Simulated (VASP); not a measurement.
# Ag (a cell with a defect) in VASP: single point with LDA

Aim: the single point of Ag (a cell with a defect) with LDA.

All numbers are computed with VASP 6.6.1; they aren't measurements. Logs are shortened: lines on timing, memory, paths and dates and some standing lists are left out, and cuts for length are marked.

**1. The cell of the first run**

The cell holds a defect, 15 atoms: a = 5.929 Å, b = 5.929 Å, c = 9.693 Å, α = 90.00°, β = 90.00°, γ = 120.00°.

**2. Single point, LDA**

File INCAR:

```
ALGO = Normal
EDIFF = 1E-6
ENCUT = 520
GGA = CA
ISIF = 2
ISMEAR = 1
LASPH = T
LCHARG = T
LELF = T
LREAL = Auto
LVHAR = T
LWAVE = F
NBANDS = 96
NELM = 80
PREC = Accurate
SIGMA = 0.15
```

File KPOINTS:

```
k-points
0
Gamma
  3 3 2
```

File POSCAR:

```
Ag
1.0
    5.9290315600      0.0000000000      0.0000000000
   -2.9645157800      5.1346829800      0.0000000000
    0.0000000000      0.0000000000      9.6928536200
Ag
15
Direct
    0.1733499729      0.3465366814      0.1247186894
    0.3330610174      0.1565868824      0.3708901569
    0.1568226104      0.3135517823      0.6247157171
    0.3330670683      0.1565827926      0.8785486023
    0.3227751409      0.6454571807      0.3853238836
    0.1683326665      0.8289602331      0.6247162329
    0.3227729586      0.6454497800      0.8641043524
    0.7062809166      0.4123802790      0.1247145626
    0.8236270979      0.1565888299      0.3708783957
    0.6591215478      0.3181448604      0.6247153044
    0.8236302363      0.1565853244      0.8785506657
    0.4453364263      0.8904987938      0.1247113644
    0.8304846713      0.6608781912      0.3908368112
    0.6607280196      0.8289654915      0.6247147886
    0.8304857807      0.6608783859      0.8585928692
```

Potentials or basis: VASP PAW LDA potentials, release 64 (Ag).

On the command line:

```
> cat potpaw_LDA.64/Ag/POTCAR > POTCAR
> mpirun -np 1 vasp_std > vasp.out
```

OUTCAR:

```text
EDIFF = 1E-6
   ENCUT = 520
   GGA = CA
   ISIF = 2
   ISMEAR = 1
   LASPH = T
   LREAL = Auto
   NELM = 80
   PREC = Accurate

 ion  position               nearest neighbor table
   1  0.173  0.347  0.125-  12 2.79   5 2.96   7 2.96   8 2.98   8 2.98   2 2.99   4 2.99   9 2.99
                            11 2.99
   2  0.333  0.157  0.371-   9 2.91   5 2.93  13 2.97  10 2.98  13 2.98   6 2.98   1 2.99   3 3.00
                             5 3.00   9 3.02   8 3.09  12 3.11
   3  0.157  0.314  0.625-   7 2.88   5 2.88  14 2.91   6 2.91  10 2.96  10 2.96   2 3.00  11 3.00
                             9 3.00   4 3.00   6 3.02  14 3.02
   4  0.333  0.157  0.879-  11 2.91   7 2.93  15 2.97  10 2.98  15 2.98   6 2.98   1 2.99   3 3.00
                             7 3.00  11 3.02   8 3.09  12 3.11
   5  0.323  0.645  0.385-  12 2.82   3 2.88   6 2.90  14 2.90   9 2.93   2 2.93   1 2.96  13 2.97
                            13 2.97   2 3.00   9 3.00
   6  0.168  0.829  0.625-  15 2.85  13 2.85   7 2.90   5 2.90  10 2.91   3 2.91  14 2.92   2 2.98
                             4 2.98  14 3.01   3 3.02  10 3.02
   7  0.323  0.645  0.864-  12 2.82   3 2.88   6 2.90  14 2.90  11 2.93   4 2.93   1 2.96  15 2.97
                            15 2.97   4 3.00  11 3.00
   8  0.706  0.412  0.125-  12 2.68  15 2.88  13 2.88   1 2.98   1 2.98   9 3.09  11 3.09   4 3.09
                             2 3.09
   9  0.824  0.157  0.371-   2 2.91   5 2.93  13 2.97  10 2.98  13 2.98  14 2.98   1 2.99   3 3.00
[... 7 lines left out ...]
  13  0.830  0.661  0.391-  14 2.85   6 2.85  10 2.87   8 2.88   9 2.97   2 2.97   5 2.97   5 2.97
                             2 2.98   9 2.98
  14  0.661  0.829  0.625-  13 2.85  15 2.85   7 2.90   5 2.90  10 2.91   3 2.91   6 2.92  11 2.98
                             9 2.98   6 3.01   3 3.02  10 3.02
  15  0.830  0.661  0.859-   6 2.85  14 2.85  10 2.87   8 2.88  11 2.97   4 2.97   7 2.97   7 2.97
                             4 2.98  11 2.98

  LATTYP: Found a hexagonal cell.
 ALAT       =     5.9290315600
 C/A-ratio  =     1.6348122829

  Lattice vectors:

 A1 = (   5.9290315600,   0.0000000000,   0.0000000000)
 A2 = (  -2.9645157800,   5.1346829800,   0.0000000000)
 A3 = (   0.0000000000,   0.0000000000,   9.6928536200)

Analysis of symmetry for initial positions (statically):
=====================================================================
 Subroutine PRICEL returns:
 Original cell was already a primitive cell.

 Routine SETGRP: Setting up the symmetry group for a
 hexagonal supercell.

 Subroutine GETGRP returns: Found  1 space group operations
 (whereof  1 operations were pure point group operations)
 out of a pool of 24 trial point group operations.

The static configuration has the point symmetry C_1 .

Analysis of symmetry for dynamics (positions and initial velocities):
=====================================================================
 Subroutine PRICEL returns:
 Original cell was already a primitive cell.

 Routine SETGRP: Setting up the symmetry group for a
 hexagonal supercell.

 Subroutine GETGRP returns: Found  1 space group operations
 (whereof  1 operations were pure point group operations)
 out of a pool of 24 trial point group operations.

The dynamic configuration has the point symmetry C_1 .

 Subroutine INISYM returns: Found  1 space group operations
 (whereof  1 operations are pure point group operations),
 and found     1 'primitive' translations

----------------------------------------------------------------------------------------

                                     Primitive cell

  volume of cell :     295.0863

  direct lattice vectors                    reciprocal lattice vectors
     5.929031560  0.000000000  0.000000000     0.168661609  0.097376995  0.000000000
    -2.964515780  5.134682980  0.000000000     0.000000000  0.194753990  0.000000000
     0.000000000  0.000000000  9.692853620     0.000000000  0.000000000  0.103168792

  length of vectors
     5.929031560  5.929023791  9.692853620     0.194753735  0.194753990  0.103168792

  position of ions in fractional coordinates (direct lattice)
     0.173349973  0.346536681  0.124718689
     0.333061017  0.156586882  0.370890157
     0.156822610  0.313551782  0.624715717
     0.333067068  0.156582793  0.878548602
     0.322775141  0.645457181  0.385323884
     0.168332666  0.828960233  0.624716233
     0.322772959  0.645449780  0.864104352
     0.706280917  0.412380279  0.124714563
     0.823627098  0.156588830  0.370878396
[... 47 lines left out ...]
 ===========================================

 Found     10 irreducible k-points:

 Following reciprocal coordinates:
            Coordinates               Weight
  0.000000  0.000000  0.000000      1.000000
  0.333333 -0.000000  0.000000      2.000000
  0.000000  0.333333  0.000000      2.000000
 -0.333333  0.333333  0.000000      2.000000
  0.333333  0.333333  0.000000      2.000000
  0.000000  0.000000  0.500000      1.000000
  0.333333 -0.000000  0.500000      2.000000
  0.000000  0.333333  0.500000      2.000000
 -0.333333  0.333333  0.500000      2.000000
  0.333333  0.333333  0.500000      2.000000
   k-points           NKPTS =     10   k-points in BZ     NKDIM =     10   number of bands    NBANDS=     96
   number of dos      NEDOS =    301   number of ions     NIONS =     15
   total plane-waves  NPLWV = 165888
   dimension x,y,z NGX =    48 NGY =   48 NGZ =   72
   dimension x,y,z NGXF=    96 NGYF=   96 NGZF=  144
   ions per type =              15
   NGX,Y,Z   is equivalent  to a cutoff of  13.46, 13.46, 12.35 a.u.
   NGXF,Y,Z  is equivalent  to a cutoff of  26.92, 26.92, 24.70 a.u.
 SYSTEM =  unknown system
   PREC   = accura    normal or accurate (medium, high low for compatibility)
   ISTART =      0    job   : 0-new  1-cont  2-samecut
   ICHARG =      2    charge: 1-file 2-atom 10-const
   ISPIN  =      1    spin polarized calculation?
   LNONCOLLINEAR =      F non collinear calculations
   LSORBIT =      F    spin-orbit coupling
   LASPH  =      T    aspherical Exc in radial PAW
   ENCUT  =  520.0 eV  38.22 Ry    6.18 a.u.  11.02 11.02 18.02*2*pi/ulx,y,z
   NELM   =     80;   NELMIN=  2; NELMDL= -5     # of ELM steps
   EDIFF  = 0.1E-05   stopping-criterion for ELM
   LREAL  =      T    real-space projection
   EDIFFG = 0.1E-04   stopping-criterion for IOM
   NSW    =      0    number of steps for IOM
   IBRION =     -1    ionic relax: 0-MD 1-quasi-New 2-CG
   NFREE  =      0    steps in history (QN), initial steepest desc. (CG)
   ISIF   =      2    stress and relaxation
   ISYM   =      2    0-nonsym 1-usesym 2-fastsym
   POTIM  = 0.5000    time-step for ionic-motion
   TEBEG  =    0.0;   TEEND  =   0.0 temperature during run
   PSTRESS=    0.0 pullay stress
   NELECT =     165.0000    total number of electrons
   NUPDOWN=      -1.0000    fix difference up-down
   EMIN   =  10.00;   EMAX   =-10.00  energy-range for DOS
   EFERMI =   0.00;   METHOD = LEGACY
   ISMEAR =     1;   SIGMA  =   0.15  broadening in eV -4-tet -1-fermi 0-gaus
   EFERMI_NEDOS =   21; number of points for ismear=-14 and -15
   IALGO  =     38    algorithm
   IMIX   =      4    mixing-type and parameters
     AMIX     =   0.40;   BMIX     =  1.00
     AMIX_MAG =   1.60;   BMIX_MAG =  1.00
  volume/ion in A,a.u.               =      19.67       132.76
  Fermi-wavevector in a.u.,A,eV,Ry     =   1.348714  2.548699 24.749390  1.819029
  Thomas-Fermi vector in A             =   2.476360
   LORBIT       =      0    0 simple, 1 ext, 2 COOP (PROOUT), +10 PAW based schemes
   GGA     = CA    functional components
   LHFCALC =     F    Hartree Fock is set to
   AEXX    =    0.0000 exact exchange contribution
   IVDW    =     0    specifies the selected vdW correction
   LEPSILON=     F    determine dielectric tensor
   LRPA    =     F    only Hartree local field effects (RPA)
 non-spin polarized calculation
 Methfessel and Paxton  Order N= 1 SIGMA  =   0.15
  energy-cutoff  :      520.00
  volume of cell :      295.09
 maximum number of plane-waves:      7962
 NGX is ok and might be reduce to    48
   NGX = 23   NGY = 23   NGZ = 37

 number of electron     165.0000014 magnetization

 Free energy of the ion-electron system (eV)
  ---------------------------------------------------
  ext. energy  EPLUGINS =         0.00000000
  ---------------------------------------------------
  free energy    TOTEN  =       -52.94905078 eV

  energy without entropy =      -52.95318586  energy(sigma->0) =      -52.95042914

 E-fermi :   6.3183     XC(G=0): -11.6874

 val. band max:        6.2303184253   @ k =   0.0000   0.3333   0.5000
 cond. band min:       6.3225450512   @ k =   0.0000   0.3333   0.5000
 fundamental gap:      0.0922266259
 Fermi energy:         6.3182873785

 k-point     1 :       0.0000    0.0000    0.0000
  band No.  band energies     occupation
      1      -0.7123      2.00000
      2       0.4167      2.00000
      3       0.4529      2.00000
      4       0.5450      2.00000
      5       0.5555      2.00000
      6       0.5834      2.00000
[... 959 lines left out ...]
     93      10.4159      0.00000
     94      12.9290      0.00000
 [bands above 94 left out]

------------------------ aborting loop because EDIFF is reached ----------------------------------------

  FORCE on cell =-STRESS in cart. coord.  units (eV):
  Direction    XX          YY          ZZ          XY          YZ          ZX
  --------------------------------------------------------------------------------------
  -------------------------------------------------------------------------------------
  Total      -21.7928569    -19.3484113    -22.3859073     -0.0005434      0.0048940      0.0002149
  in kB     -118.3247779   -105.0526089   -121.5447576     -0.0029502      0.0265723      0.0011666
  external PRESSURE =    -114.9740481 kB  Pullay stress =       0.0000000 kB

 VOLUME and BASIS-vectors are now :
 -----------------------------------------------------------------------------
  energy-cutoff  :      520.00
  volume of cell :      295.09
      direct lattice vectors                 reciprocal lattice vectors
     5.929031560  0.000000000  0.000000000     0.168661609  0.097376995  0.000000000
    -2.964515780  5.134682980  0.000000000     0.000000000  0.194753990  0.000000000
     0.000000000  0.000000000  9.692853620     0.000000000  0.000000000  0.103168792

 POSITION                                       TOTAL-FORCE (eV/Angst)
 -----------------------------------------------------------------------------------
      0.00048      1.77936      1.20888        -0.000345     -0.003972     -0.000459
      1.51052      0.80402      3.59498         0.001381     -0.000621     -0.005265
      0.00028      1.60999      6.05528         0.000216     -0.007234      0.000215
      1.51057      0.80400      8.51564         0.001075     -0.000176      0.005331
      0.00028      3.31422      3.73489         0.000211     -0.000761      0.002715
     -1.45942      4.25645      6.05528         0.001392     -0.001796     -0.000976
      0.00029      3.31418      8.37564         0.000126     -0.000446     -0.002490
      2.96505      2.11744      1.20884        -0.000274     -0.000568      0.000292
      4.41910      0.80403      3.59487        -0.001542     -0.000115     -0.005044
      2.96481      1.63357      6.05527         0.000186      0.007156      0.000095
      4.41913      0.80402      8.51566        -0.001184     -0.000384      0.005553
      0.00052      4.57243      1.20881        -0.000029      0.006862     -0.000191
      2.96479      3.39340      3.78832         0.000070      0.001910     -0.002269
      1.46000      4.25648      6.05527        -0.001094     -0.001887     -0.001187
      2.96479      3.39340      8.32222        -0.000190      0.002032      0.003681
 -----------------------------------------------------------------------------------
    total drift:                                0.000548      0.010513     -0.005780

  FREE ENERGIE OF THE ION-ELECTRON SYSTEM (eV)
  ---------------------------------------------------
  free  energy   TOTEN  =       -52.9490507845 eV

  energy  without entropy=      -52.9531858632  energy(sigma->0) =      -52.95042914
```

Run time: 4.9 min. Hardware: 1 thread of Intel Xeon Platinum 8559C (Emerald Rapids), shared host; peak memory 0.41 GiB.

What came out:

```
Free energy            : -52.9491 eV
Pressure               : -11.5 GPa
Largest force          : 0.007 eV/Å
Band gap on the k mesh : zero (an odd number of electrons rules out a gap without spin polarisation)
```

Forces on the atoms (eV/Å):
```
Ag   0.000 -0.004  0.000
Ag   0.001 -0.001 -0.005
Ag   0.000 -0.007  0.000
Ag   0.001  0.000  0.005
Ag   0.000 -0.001  0.003
Ag   0.001 -0.002 -0.001
Ag   0.000  0.000 -0.002
Ag   0.000 -0.001  0.000
Ag  -0.002  0.000 -0.005
Ag   0.000  0.007  0.000
Ag  -0.001  0.000  0.006
Ag   0.000  0.007  0.000
Ag   0.000  0.002 -0.002
Ag  -0.001 -0.002 -0.001
Ag   0.000  0.002  0.004
```

Caveat: the k points lie up to 0.41 Å⁻¹ apart, too coarse for converged energies and pressures of a metal.

The gap in the log of VASP goes by the Fermi energy; the results here count the filled bands.